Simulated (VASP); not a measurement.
**P: single point with PBEsol**

The system is P, a slab with vacuum.

```
P
1.0
     3.28423    0.00000    0.00000
     0.00000   34.87558    0.00000
     0.00000    0.00000    4.43702
P
4
Direct
  0.50000 0.96969 0.91738
  0.50000 0.03031 0.08262
  0.00000 0.03031 0.41738
  0.00000 0.96969 0.58262
```

```yaml
Program: VASP 6.6.1
Task: single point
Functional: PBEsol
Potentials_or_basis: VASP PAW PBE potentials, release 64 (P)
Cutoff: 520 eV
k_mesh: 8 × 1 × 6
Occupations: fermi-dirac, width 0.05 eV
Spin: no spin polarisation
Dipole_correction: no
Further_INCAR_settings: ALGO = Normal; EDIFF = 1e-07; NBANDS = 18
```

```json
{"Largest force": "0.022 eV/Å", "Band gap on the k mesh": "0.72 eV"}
```

Forces on the atoms (eV/Å):
```
P    0.000  0.020 -0.010
P    0.000 -0.020  0.010
P    0.000 -0.020 -0.010
P    0.000  0.020  0.010
```

Levels at points of the mesh, in eV from the valence-band top:
| k point | band 7 | band 8 | band 9 | band 10 | band 11 | band 12 | band 13 | band 14 |
| --- | --- | --- | --- | --- | --- | --- | --- | --- |
| (0.00, 0.00, 0.00) | -3.46 | -1.91 | -1.73 | 0.00 | 0.72 | 1.51 | 2.74 | 3.47 |
| (0.50, 0.00, 0.00) | -2.77 | -2.77 | -2.07 | -2.07 | 1.23 | 1.23 | 1.89 | 1.89 |
| (0.00, 0.00, 0.50) | -2.55 | -2.55 | -1.06 | -1.06 | 2.10 | 2.10 | 3.50 | 3.50 |
| (0.50, 0.00, 0.50) | -4.92 | -4.92 | -1.31 | -1.31 | 2.38 | 2.38 | 4.23 | 4.23 |

Run time: 2.5 min on 1 thread of AMD EPYC 9R45 96-Core Processor (Zen 5), with other jobs on the host, peak memory 0.52 GiB.

Caveat: there is no dipole correction, which matters where the two faces differ; semilocal functionals underestimate gaps, and a narrow one can read as zero; the PAW data sets were made with another functional, which shifts forces and pressure a little.
